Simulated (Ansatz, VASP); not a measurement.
# CeO2: VASP beside Ansatz

```
Ce O
1.0
     0.00000    2.73207    2.73207
     2.73207    0.00000    2.73207
     2.73207    2.73207    0.00000
Ce O
1 2
Direct
  0.00000 0.00000 0.00000
  0.25000 0.25000 0.25000
  0.75000 0.75000 0.75000
```

Alike in both runs: functional PBE; k mesh 10 × 10 × 10; occupations gaussian, width 0.02 eV; no spin polarisation.

Ansatz relaxed the structure, and its values are those at the end. VASP's run is a single point on that final structure, the one shown.

```csv
,VASP,Ansatz
version,VASP 6.6.1,Ansatz 0.2.0
potentials or method,"VASP PAW PBE potentials, release 64 (Ce, O), cutoff 520 eV","scalar-relativistic, plane waves, PAW"
valence electrons in the cell,24,24
```

Ansatz gave:

- gap on the k mesh at the Fermi level (eV): 1.92
- least direct gap on the mesh (eV): 1.99
- pressure (GPa): 0.0

Problem. What did VASP give for the same quantities?

Solution. gap on the k mesh at the Fermi level (eV): 1.89; least direct gap on the mesh (eV): 1.95; pressure (GPa): 0.0.

Spin-orbit coupling is off throughout.
